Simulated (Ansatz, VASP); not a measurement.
## InSb in VASP and in Ansatz

Contents of INCAR:

```
ALGO = Normal
EDIFF = 1E-6
ENCUT = 520
GGA = PS
ISIF = 2
ISMEAR = 0
LASPH = True
LCHARG = False
LREAL = False
LWAVE = False
NBANDS = 16
NELM = 60
PREC = Accurate
SIGMA = 0.15
```

KPOINTS

```
k-points
0
Gamma
  14 14 14
```

Contents of POSCAR:

```
InSb
1.0
    0.0000000000      2.9358607120      2.9358607120
    2.9358607120      0.0000000000      2.9358607120
    2.9358607120      2.9358607120      0.0000000000
In Sb
1 1
Direct
    0.0000000000      0.0000000000      0.0000000000
    0.5000000000      0.5000000000      0.5000000000
```

Input for Ansatz:

```yaml
crystal:
  lattice:
    - [0.0, 2.935860712, 2.935860712]
    - [2.935860712, 0.0, 2.935860712]
    - [2.935860712, 2.935860712, 0.0]
  atoms:
    - { symbol: In, position: [0.0, 0.0, 0.0] }
    - { symbol: Sb, position: [0.5, 0.5, 0.5] }
basis:
  ecutwfc: 420
kpoints:
  mp_grid: { grid: [14, 14, 14] }
hamiltonian:
  xc: pbesol
  pseudopotentials: { kind: paw, azcp: { folder: soft_1 } }
scf:
  occupations: { method: gaussian, width: 0.15 }
output:
  forces: true
  stress: true
  eigenvalues: true
```

Alike in both runs: task single point; functional PBEsol; k mesh 14 × 14 × 14; occupations gaussian, width 0.15 eV; no spin polarisation.

|  | VASP | Ansatz |
| --- | --- | --- |
| version | VASP 6.6.1 | Ansatz 0.2.0 |
| potentials or method | VASP PAW PBE potentials, release 64 (In_d, Sb), cutoff 520 eV | scalar-relativistic, plane waves, PAW |
| valence electrons in the cell | 18 | 28 |

Ansatz gave:

| Property | Result |
| --- | --- |
| gap on the k mesh at the Fermi level (eV) | none |
| pressure (GPa) | 5.7 |

Estimate VASP's values.

gap on the k mesh at the Fermi level (eV): none; pressure (GPa): 5.8.

VASP's potentials were made for PBE, not for PBEsol, and Ansatz warns of the same on its side. A gap of «none» marks a metal or a gap that the smearing closes. The functional is the same, so the differences come from potentials, cutoffs and numerics. VASP's potentials hold 18 valence electrons a cell and Ansatz's 28, so a difference there can come from the potentials and not from the codes.

Neither program's run includes spin-orbit coupling.
